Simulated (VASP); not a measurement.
Here is a VASP 6.6.1 calculation.

INCAR

```
  ALGO = Fast
  EDIFF = 1E-7
  ENCUT = 520
  GGA = PS
  ISIF = 2
  ISMEAR = 0
  LASPH = T
  LCHARG = F
  LREAL = F
  LWAVE = F
  NBANDS = 12
  NELM = 80
  PREC = Accurate
  SIGMA = 0.15
```

The input KPOINTS:

```
k-points
0
Gamma
  22 22 22
```

The input POSCAR:

```
Cu
1.0
    0.0000000000      1.7532750000      1.7532750000
    1.7532750000      0.0000000000      1.7532750000
    1.7532750000      1.7532750000      0.0000000000
Cu
1
Direct
    0.0000000000      0.0000000000      0.0000000000
```

Potentials or basis: VASP PAW PBE potentials, release 64 (Cu).

Command:

```bash
$ cat potpaw_PBE.64/Cu/POTCAR > POTCAR
$ mpirun -np 1 vasp_std > vasp.out
```

(1) What does it give for the pressure?

Answers

(1) 10.0 GPa.

Caveat: the cell differs from its parent crystal (strain -0.030 along x and y, -0.030 along z); the PAW data sets were made with another functional, which shifts forces and pressure a little.
